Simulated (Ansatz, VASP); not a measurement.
**AlN: VASP beside Ansatz**

File INCAR:

```
PREC     = Accurate       # precision mode
ENCUT    = 600            # plane-wave cutoff, eV
EDIFF    = 1E-6           # SCF threshold, eV
ISMEAR   = -1             # smearing method
SIGMA    = 0.1            # smearing width, eV
LREAL    = False          # projectors in reciprocal space
LASPH    = True           # aspherical terms in the spheres
NELM     = 120            # most SCF steps
ALGO     = Normal         # electronic algorithm
ISIF     = 2              # what is computed and relaxed
LWAVE    = False          # write WAVECAR
LCHARG   = False          # write CHGCAR
GGA      = PE             # functional
NBANDS   = 11             # bands
GGA_COMPAT= False
```

File KPOINTS:

```
regular mesh
0
Gamma
  6 6 6
```

POSCAR

```
AlN
1.0
    0.0000000000      2.0345180000      2.0345180000
    2.0345180000      0.0000000000      2.0345180000
    2.0345180000      2.0345180000      0.0000000000
Al N
1 1
Direct
    0.5000000000      0.5000000000      0.5000000000
    0.0000000000      0.0000000000      0.0000000000
```

Input for Ansatz:

```yaml
crystal:
  lattice:
    - [0.0, 2.034518, 2.034518]
    - [2.034518, 0.0, 2.034518]
    - [2.034518, 2.034518, 0.0]
  atoms:
    - { symbol: Al, position: [0.5, 0.5, 0.5] }
    - { symbol: "N", position: [0.0, 0.0, 0.0] }
basis: {}
kpoints:
  mp_grid: { grid: [6, 6, 6] }
hamiltonian:
  xc: pbe
  pseudopotentials: { kind: nc }
scf:
  occupations: { method: fermi_dirac }
  lower_state_search: standard
  convergence: { dr2_threshold: "1e-9 eV" }
output:
  forces: true
  stress: true
  eigenvalues: true
```

Alike in both runs: task single point; functional PBE; k mesh 6 × 6 × 6; no spin polarisation.

|  | VASP | Ansatz |
| --- | --- | --- |
| version | VASP 6.6.1 | Ansatz 0.2.0 |
| potentials or method | VASP PAW PBE potentials, release 64 (Al, N) | scalar-relativistic, plane waves, norm-conserving potentials |
| plane-wave cutoff (eV) | 600 | 1240 |
| occupations | fermi-dirac, width 0.1 eV | fermi-dirac |
| valence electrons in the cell | 8 | 8 |

Ansatz gave:

| Item | Value |
| --- | --- |
| gap on the k mesh at the Fermi level (eV) | 4.42 |
| least direct gap on the mesh (eV) | 5.41 |
| pressure (GPa) | 0.4 |

Task: Estimate VASP's values.

Result: gap on the k mesh at the Fermi level (eV): 4.42; least direct gap on the mesh (eV): 5.40; pressure (GPa): -0.2.

Ansatz's warnings: stress scf threshold loose.

The k mesh is coarse, so the values compare programs but aren't converged.
